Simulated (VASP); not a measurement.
# Ti3Al5 (Pmmm) in VASP: a series of runs

The runs below take Ti3Al5 through single point, with r2SCAN.

Everything below comes from runs of VASP 6.6.1. Logs are shortened: lines on timing, memory, paths and dates and some standing lists are left out, and cuts for length are marked.

## Step 1: The cell of the first run

It takes space group Pmmm (No. 47, orthorhombic). Conventional cell: a = 3.825 Å, b = 3.935 Å, c = 7.912 Å, α = 90.00°, β = 90.00°, γ = 90.00°. Ti (site symmetry mm2) has 10 Al at 2.67 to 2.87 Å and 2 Ti at 2.83 Å within 3.5 Å. Ti (site symmetry mmm) has 8 Al at 2.74 to 2.76 Å and 4 Ti at 2.83 Å within 3.6 Å. Al (site symmetry mmm) has 4 Al at 2.72 Å and 8 Ti at 2.74 to 2.87 Å within 3.6 Å. Within 3.6 Å of Al (site symmetry mmm) lie 4 Ti at 2.71 Å and 8 Al at 2.74 to 2.79 Å. Al (site symmetry mmm) has 4 Ti at 2.67 Å and 8 Al at 2.74 to 2.82 Å within 3.5 Å. Within 3.6 Å of Al (site symmetry mm2) lie 6 Al at 2.72 to 2.82 Å and 6 Ti at 2.75 to 2.76 Å.

## Step 2: Single point, r2SCAN (14.88 Å³/atom)

POSCAR reads:

```
Ti3Al5
1.0
    3.8245864529      0.0000000000      0.0000000000
    0.0000000000      3.9348100511      0.0000000000
    0.0000000000      0.0000000000      7.9120664305
Ti Al
3 5
Direct
    0.0000000000      0.5000000000      0.2643739840
    0.0000000000      0.5000000000      0.7356260160
    0.5000000000      0.5000000000      0.0000000000
    0.0000000000      0.0000000000      0.0000000000
    0.0000000000      0.0000000000      0.5000000000
    0.5000000000      0.5000000000      0.5000000000
    0.5000000000      0.0000000000      0.2438859163
    0.5000000000      0.0000000000      0.7561140837
```

INCAR.step1 reads:

```
  PREC = Accurate
  ENCUT = 520
  ISMEAR = 0
  SIGMA = 0.1
  LREAL = F
  LASPH = T
  NELM = 60
  NBANDS = 36
  GGA = PE
  ALGO = Normal
  EDIFF = 1E-4
  LWAVE = T
  LCHARG = F
```

INCAR.step2 reads:

```
  PREC = Accurate
  ENCUT = 520
  EDIFF = 1E-6
  ISMEAR = 0
  SIGMA = 0.1
  LREAL = F
  LASPH = T
  NELM = 60
  ALGO = Normal
  ISIF = 2
  LWAVE = F
  LCHARG = F
  METAGGA = R2SCAN
  LMIXTAU = T
  NBANDS = 36
  ISTART = 1
```

KPOINTS reads:

```
Automatic mesh
0
Gamma
  10 10 6
```

Potentials or basis: VASP PAW PBE potentials, release 64 (Ti_sv, Al).

Run with:

```
$ cat potpaw_PBE.64/Ti_sv/POTCAR potpaw_PBE.64/Al/POTCAR > POTCAR
$ cp INCAR.step1 INCAR
$ mpirun -np 1 vasp_std > vasp.out
$ cp INCAR.step2 INCAR
$ mpirun -np 1 vasp_std > vasp.out
```

OUTCAR:

```text
PREC = Accurate
   ENCUT = 520
   EDIFF = 1E-6
   ISMEAR = 0
   LREAL = F
   LASPH = T
   NELM = 60
   ISIF = 2
   METAGGA = R2SCAN
   ISTART = 1

 ion  position               nearest neighbor table
   1  0.000  0.500  0.264-   6 2.67   6 2.67   5 2.71   5 2.71   7 2.75   7 2.75   7 2.75   7 2.75
                             3 2.83   3 2.83   4 2.87   4 2.87
   2  0.000  0.500  0.736-   6 2.67   6 2.67   5 2.71   5 2.71   8 2.75   8 2.75   8 2.75   8 2.75
                             3 2.83   3 2.83   4 2.87   4 2.87
   3  0.500  0.500  0.000-   4 2.74   4 2.74   4 2.74   4 2.74   7 2.76   8 2.76   8 2.76   7 2.76
                             1 2.83   2 2.83   1 2.83   2 2.83
   4  0.000  0.000  0.000-   7 2.72   8 2.72   7 2.72   8 2.72   3 2.74   3 2.74   3 2.74   3 2.74
                             1 2.87   1 2.87   2 2.87   2 2.87
   5  0.000  0.000  0.500-   1 2.71   2 2.71   1 2.71   2 2.71   6 2.74   6 2.74   6 2.74   6 2.74
                             8 2.79   7 2.79   8 2.79   7 2.79
   6  0.500  0.500  0.500-   1 2.67   2 2.67   1 2.67   2 2.67   5 2.74   5 2.74   5 2.74   5 2.74
                             8 2.82   7 2.82   7 2.82   8 2.82
   7  0.500  0.000  0.244-   4 2.72   4 2.72   1 2.75   1 2.75   1 2.75   1 2.75   3 2.76   3 2.76
                             5 2.79   5 2.79   6 2.82   6 2.82
   8  0.500  0.000  0.756-   4 2.72   4 2.72   2 2.75   2 2.75   2 2.75   2 2.75   3 2.76   3 2.76
                             5 2.79   5 2.79   6 2.82   6 2.82

  LATTYP: Found a simple orthorhombic cell.
 ALAT       =     3.8245864529
 B/A-ratio  =     1.0288197429
 C/A-ratio  =     2.0687377650

  Lattice vectors:

 A1 = (   3.8245864529,   0.0000000000,   0.0000000000)
 A2 = (   0.0000000000,   3.9348100511,   0.0000000000)
 A3 = (   0.0000000000,   0.0000000000,   7.9120664305)

Analysis of symmetry for initial positions (statically):
=====================================================================
 Subroutine PRICEL returns:
 Original cell was already a primitive cell.

 Routine SETGRP: Setting up the symmetry group for a
 simple orthorhombic supercell.

 Subroutine GETGRP returns: Found  8 space group operations
 (whereof  8 operations were pure point group operations)
 out of a pool of  8 trial point group operations.

The static configuration has the point symmetry D_2h.

Analysis of symmetry for dynamics (positions and initial velocities):
=====================================================================
 Subroutine PRICEL returns:
 Original cell was already a primitive cell.

 Routine SETGRP: Setting up the symmetry group for a
 simple orthorhombic supercell.

 Subroutine GETGRP returns: Found  8 space group operations
 (whereof  8 operations were pure point group operations)
 out of a pool of  8 trial point group operations.

The dynamic configuration has the point symmetry D_2h.

 Subroutine INISYM returns: Found  8 space group operations
 (whereof  8 operations are pure point group operations),
 and found     1 'primitive' translations

----------------------------------------------------------------------------------------

                                     Primitive cell

  volume of cell :     119.0689

  direct lattice vectors                    reciprocal lattice vectors
     3.824586453  0.000000000  0.000000000     0.261466177  0.000000000  0.000000000
     0.000000000  3.934810051  0.000000000     0.000000000  0.254141874  0.000000000
     0.000000000  0.000000000  7.912066431     0.000000000  0.000000000  0.126389232

  length of vectors
     3.824586453  3.934810051  7.912066431     0.261466177  0.254141874  0.126389232

  position of ions in fractional coordinates (direct lattice)
     0.000000000  0.500000000  0.264373984
     0.000000000  0.500000000  0.735626016
     0.500000000  0.500000000  0.000000000
     0.000000000  0.000000000  0.000000000
     0.000000000  0.000000000  0.500000000
     0.500000000  0.500000000  0.500000000
     0.500000000  0.000000000  0.243885916
     0.500000000  0.000000000  0.756114084

  ion indices of the primitive-cell ions
   primitive index   ion index
                 1           1
                 2           2
                 3           3
                 4           4
                 5           5
                 6           6
                 7           7
                 8           8

----------------------------------------------------------------------------------------

 KPOINTS: Automatic mesh

Automatic generation of k-mesh.
 Grid dimensions read from file:
 generate k-points for:   10   10    6

 Generating k-lattice:

  Cartesian coordinates                     Fractional coordinates (reciprocal lattice)
     0.026146618  0.000000000  0.000000000     0.100000000  0.000000000  0.000000000
     0.000000000  0.025414187  0.000000000     0.000000000  0.100000000  0.000000000
     0.000000000  0.000000000  0.021064872     0.000000000  0.000000000  0.166666667

  Length of vectors
     0.026146618  0.025414187  0.021064872

  Shift w.r.t. Gamma in fractional coordinates (k-lattice)
     0.000000000  0.000000000  0.000000000

 Subroutine IBZKPT returns following result:
 ===========================================

 Found    144 irreducible k-points:

 Following reciprocal coordinates:
            Coordinates               Weight
  0.000000  0.000000  0.000000      1.000000
  0.100000  0.000000  0.000000      2.000000
  0.200000  0.000000  0.000000      2.000000
  0.300000  0.000000  0.000000      2.000000
  0.400000  0.000000  0.000000      2.000000
  0.500000  0.000000  0.000000      1.000000
[... 16 lines left out ...]
  0.400000  0.300000  0.000000      4.000000
  0.500000  0.300000  0.000000      2.000000
 [... further k-points ...]
   k-points           NKPTS =    144   k-points in BZ     NKDIM =    144   number of bands    NBANDS=     36
   number of dos      NEDOS =    301   number of ions     NIONS =      8
   total plane-waves  NPLWV =  50400
   dimension x,y,z NGX =    28 NGY =   30 NGZ =   60
   dimension x,y,z NGXF=    56 NGYF=   60 NGZF=  120
   ions per type =               3   5
   NGX,Y,Z   is equivalent  to a cutoff of  12.17, 12.68, 12.61 a.u.
   NGXF,Y,Z  is equivalent  to a cutoff of  24.34, 25.35, 25.21 a.u.
 SYSTEM =  unknown system
   PREC   = accura    normal or accurate (medium, high low for compatibility)
   ISTART =      1    job   : 0-new  1-cont  2-samecut
   ICHARG =      0    charge: 1-file 2-atom 10-const
   ISPIN  =      1    spin polarized calculation?
   LNONCOLLINEAR =      F non collinear calculations
   LSORBIT =      F    spin-orbit coupling
   LASPH  =      T    aspherical Exc in radial PAW
   ENCUT  =  520.0 eV  38.22 Ry    6.18 a.u.   7.11  7.32 14.71*2*pi/ulx,y,z
   NELM   =     60;   NELMIN=  2; NELMDL=  0     # of ELM steps
   EDIFF  = 0.1E-05   stopping-criterion for ELM
   LREAL  =      F    real-space projection
   EDIFFG = 0.1E-04   stopping-criterion for IOM
   NSW    =      0    number of steps for IOM
   IBRION =     -1    ionic relax: 0-MD 1-quasi-New 2-CG
   NFREE  =      0    steps in history (QN), initial steepest desc. (CG)
   ISIF   =      2    stress and relaxation
   ISYM   =      2    0-nonsym 1-usesym 2-fastsym
   POTIM  = 0.5000    time-step for ionic-motion
   TEBEG  =    0.0;   TEEND  =   0.0 temperature during run
   PSTRESS=    0.0 pullay stress
   NELECT =      51.0000    total number of electrons
   NUPDOWN=      -1.0000    fix difference up-down
   EMIN   =  10.00;   EMAX   =-10.00  energy-range for DOS
   EFERMI =   0.00;   METHOD = LEGACY
   ISMEAR =     0;   SIGMA  =   0.10  broadening in eV -4-tet -1-fermi 0-gaus
   EFERMI_NEDOS =   21; number of points for ismear=-14 and -15
   IALGO  =     38    algorithm
   IMIX   =      4    mixing-type and parameters
     AMIX     =   0.40;   BMIX     =  1.00
     AMIX_MAG =   1.60;   BMIX_MAG =  1.00
  volume/ion in A,a.u.               =      14.88       100.44
  Fermi-wavevector in a.u.,A,eV,Ry     =   1.234048  2.332013 20.719976  1.522875
  Thomas-Fermi vector in A             =   2.368754
   LORBIT       =      0    0 simple, 1 ext, 2 COOP (PROOUT), +10 PAW based schemes
   METAGGA = R2SCAN    functional components
   LHFCALC =     F    Hartree Fock is set to
   AEXX    =    0.0000 exact exchange contribution
   IVDW    =     0    specifies the selected vdW correction
   LEPSILON=     F    determine dielectric tensor
   LRPA    =     F    only Hartree local field effects (RPA)
 non-spin polarized calculation
 Gauss-broadening in eV      SIGMA  =   0.10
  energy-cutoff  :      520.00
  volume of cell :      119.07
 maximum number of plane-waves:      3234
   NGX = 15   NGY = 15   NGZ = 29

 number of electron      51.0000001 magnetization

 Free energy of the ion-electron system (eV)
  ---------------------------------------------------
  ext. energy  EPLUGINS =         0.00000000
  ---------------------------------------------------
  free energy    TOTEN  =       -76.01169476 eV

  energy without entropy =      -75.99010406  energy(sigma->0) =      -76.00089941

 E-fermi :   9.2347     XC(G=0): -12.0041

 val. band max:        9.2335205847   @ k =   0.4000   0.3000   0.0000
 cond. band min:       9.2359343325   @ k =   0.0000   0.2000   0.0000
 fundamental gap:      0.0024137478
 Fermi energy:         9.2347254388

 k-point     1 :       0.0000    0.0000    0.0000
  band No.  band energies     occupation
      1     -49.6254      2.00000
      2     -49.6154      2.00000
      3     -49.4208      2.00000
      4     -24.9856      2.00000
      5     -24.9725      2.00000
      6     -24.9202      2.00000
[... 28 lines left out ...]
     35      13.2052      0.00000
     36      13.2404      0.00000

 k-point     2 :       0.1000    0.0000    0.0000
  band No.  band energies     occupation
      1     -49.6245      2.00000
      2     -49.6153      2.00000
      3     -49.4215      2.00000
      4     -24.9844      2.00000
      5     -24.9723      2.00000
      6     -24.9224      2.00000
[... 850 lines left out ...]
 k-point    24 :       0.5000    0.3000    0.0000
  band No.  band energies     occupation
      1     -49.6146      2.00000
      2     -49.6134      2.00000
      3     -49.4277      2.00000
      4     -24.9871      2.00000
      5     -24.9841      2.00000
      6     -24.9664      2.00000
[... 28 lines left out ...]
     35      12.1905      0.00000
     36      12.3918      0.00000

 [... further k-points ...]

------------------------ aborting loop because EDIFF is reached ----------------------------------------

  FORCE on cell =-STRESS in cart. coord.  units (eV):
  Direction    XX          YY          ZZ          XY          YZ          ZX
  --------------------------------------------------------------------------------------
  -------------------------------------------------------------------------------------
  Total        6.1311575      6.1298850      6.1023060     -0.0000000      0.0000000      0.0000000
  in kB       82.5001758     82.4830530     82.1119541     -0.0000000      0.0000000      0.0000000
  external PRESSURE =      82.3650610 kB  Pullay stress =       0.0000000 kB

 VOLUME and BASIS-vectors are now :
 -----------------------------------------------------------------------------
  energy-cutoff  :      520.00
  volume of cell :      119.07
      direct lattice vectors                 reciprocal lattice vectors
     3.824586453  0.000000000  0.000000000     0.261466177  0.000000000  0.000000000
     0.000000000  3.934810051  0.000000000     0.000000000  0.254141874  0.000000000
     0.000000000  0.000000000  7.912066431     0.000000000  0.000000000  0.126389232

 POSITION                                       TOTAL-FORCE (eV/Angst)
 -----------------------------------------------------------------------------------
      0.00000      1.96741      2.09174        -0.000000      0.000000      0.011488
      0.00000      1.96741      5.82032         0.000000     -0.000000     -0.011488
      1.91229      1.96741      0.00000        -0.000000      0.000000      0.000000
      0.00000      0.00000      0.00000        -0.000000      0.000000      0.000000
      0.00000      0.00000      3.95603        -0.000000      0.000000      0.000000
      1.91229      1.96741      3.95603        -0.000000      0.000000      0.000000
      1.91229      0.00000      1.92964        -0.000000      0.000000      0.003288
      1.91229      0.00000      5.98242        -0.000000      0.000000     -0.003288
 -----------------------------------------------------------------------------------
    total drift:                                0.000000      0.000000      0.000000

  FREE ENERGIE OF THE ION-ELECTRON SYSTEM (eV)
  ---------------------------------------------------
  free  energy   TOTEN  =       -76.0116947596 eV

  energy  without entropy=      -75.9901040628  energy(sigma->0) =      -76.00089941
```

Run time: 51 min. Hardware: 1 thread of Oxide Virtual Turin-like, shared host; peak memory 0.53 GiB.

Results:

```
Free energy            : -76.0117 eV
Pressure               : 8.2 GPa
Largest force          : 0.011 eV/Å
Band gap on the k mesh : zero (an odd number of electrons rules out a gap without spin polarisation)
```

Forces in eV/Å, atoms in the order of the input:
```
Ti   0.000  0.000  0.011
Ti   0.000  0.000 -0.011
Ti   0.000  0.000  0.000
Al   0.000  0.000  0.000
Al   0.000  0.000  0.000
Al   0.000  0.000  0.000
Al   0.000  0.000  0.003
Al   0.000  0.000 -0.003
```

Levels at points of the mesh, in eV from the Fermi level:
| k point | band 24 | band 25 | band 26 | band 27 | band 28 | band 29 |
| --- | --- | --- | --- | --- | --- | --- |
| (0.00, 0.00, 0.00) | -0.70 | -0.65 | -0.33 | 0.14 | 0.78 | 0.85 |
| (0.50, 0.00, 0.00) | -0.97 | -0.58 | -0.11 | 0.89 | 1.10 | 1.67 |
| (0.00, 0.50, 0.00) | -0.31 | 0.09 | 1.11 | 1.30 | 1.46 | 1.79 |
| (0.50, 0.50, 0.00) | -0.94 | -0.86 | -0.12 | -0.11 | 1.26 | 1.53 |
| (0.00, 0.00, 0.50) | -0.67 | -0.58 | -0.31 | 0.23 | 0.70 | 0.94 |
| (0.50, 0.00, 0.50) | -0.73 | -0.70 | -0.55 | 1.12 | 1.35 | 1.46 |
| (0.00, 0.50, 0.50) | 0.80 | 0.82 | 1.04 | 1.11 | 1.25 | 1.35 |
| (0.50, 0.50, 0.50) | -1.79 | -1.19 | -0.76 | -0.29 | 1.57 | 1.58 |

Caveat: the cell stands under pressure; the PAW data sets were made with another functional, which shifts forces and pressure a little.

## Step 3: Single point, r2SCAN (15.36 Å³/atom)

This run uses another cell than the first one, of 15.36 Å³/atom.

POSCAR reads:

```
Ti3Al5
1.0
    3.8637609655      0.0000000000      0.0000000000
    0.0000000000      3.9791275571      0.0000000000
    0.0000000000      0.0000000000      7.9917878791
Ti Al
3 5
Direct
    0.0000000000      0.5000000000      0.2646550856
    0.0000000000      0.5000000000      0.7353449144
    0.5000000000      0.5000000000      0.0000000000
    0.0000000000      0.0000000000      0.0000000000
    0.0000000000      0.0000000000      0.5000000000
    0.5000000000      0.5000000000      0.5000000000
    0.5000000000      0.0000000000      0.2430727040
    0.5000000000      0.0000000000      0.7569272960
```

INCAR.step1 reads:

```
  ALGO = Normal
  EDIFF = 1E-4
  ENCUT = 520
  GGA = PE
  ISMEAR = 0
  LASPH = T
  LCHARG = F
  LREAL = F
  LWAVE = T
  NBANDS = 36
  NELM = 60
  PREC = Accurate
  SIGMA = 0.1
```

INCAR.step2 reads:

```
  ALGO = Normal
  EDIFF = 1E-7
  ENCUT = 520
  ISIF = 2
  ISMEAR = 0
  ISTART = 1
  LASPH = T
  LCHARG = F
  LMIXTAU = T
  LREAL = F
  LWAVE = F
  METAGGA = R2SCAN
  NBANDS = 36
  NELM = 60
  PREC = Accurate
  SIGMA = 0.1
```

KPOINTS reads:

```
k-points
0
Gamma
  10 10 6
```

Potentials or basis: VASP PAW PBE potentials, release 64 (Ti_sv, Al).

Run with:

```
$ cat potpaw_PBE.64/Ti_sv/POTCAR potpaw_PBE.64/Al/POTCAR > POTCAR
$ cp INCAR.step1 INCAR
$ mpirun -np 1 vasp_std > vasp.out
$ cp INCAR.step2 INCAR
$ mpirun -np 1 vasp_std > vasp.out
```

Wall time 76 min (1 thread of Oxide Virtual Turin-like, shared host); peak memory 0.55 GiB.

It converged, with:

| Quantity | Value |
| --- | --- |
| Free energy | -76.1548 eV |
| Pressure | 3.8 GPa |
| Largest force | 0.009 eV/Å |
| Band gap on the k mesh | zero (an odd number of electrons rules out a gap without spin polarisation) |

Forces in eV/Å, atoms in the order of the input:
```
Ti   0.000  0.000  0.004
Ti   0.000  0.000 -0.004
Ti   0.000  0.000  0.000
Al   0.000  0.000  0.000
Al   0.000  0.000  0.000
Al   0.000  0.000  0.000
Al   0.000  0.000  0.009
Al   0.000  0.000 -0.009
```

Levels at points of the mesh, in eV from the Fermi level:
| k point | band 22 | band 23 | band 24 | band 25 | band 26 | band 27 | band 28 | band 29 | band 30 | band 31 |
| --- | --- | --- | --- | --- | --- | --- | --- | --- | --- | --- |
| (0.00, 0.00, 0.00) | -1.09 | -0.74 | -0.68 | -0.67 | -0.36 | 0.15 | 0.77 | 0.88 | 0.88 | 1.25 |
| (0.50, 0.00, 0.00) | -1.53 | -1.35 | -0.95 | -0.57 | -0.12 | 0.88 | 1.09 | 1.63 | 1.82 | 1.84 |
| (0.00, 0.50, 0.00) | -0.77 | -0.58 | -0.30 | 0.10 | 1.06 | 1.24 | 1.41 | 1.76 | 1.79 | 1.86 |
| (0.50, 0.50, 0.00) | -2.38 | -1.98 | -0.90 | -0.86 | -0.13 | -0.09 | 1.23 | 1.47 | 1.55 | 1.62 |
| (0.00, 0.00, 0.50) | -0.75 | -0.69 | -0.69 | -0.57 | -0.34 | 0.24 | 0.69 | 0.93 | 0.94 | 1.00 |
| (0.50, 0.00, 0.50) | -1.38 | -1.06 | -0.71 | -0.69 | -0.53 | 1.10 | 1.33 | 1.41 | 1.74 | 1.78 |
| (0.00, 0.50, 0.50) | -1.46 | -0.92 | 0.77 | 0.81 | 0.99 | 1.06 | 1.17 | 1.31 | 1.56 | 1.58 |
| (0.50, 0.50, 0.50) | -2.27 | -2.10 | -1.77 | -1.16 | -0.78 | -0.30 | 1.51 | 1.52 | 1.63 | 1.95 |

Caveat: the cell stands under pressure; the PAW data sets were made with another functional, which shifts forces and pressure a little.
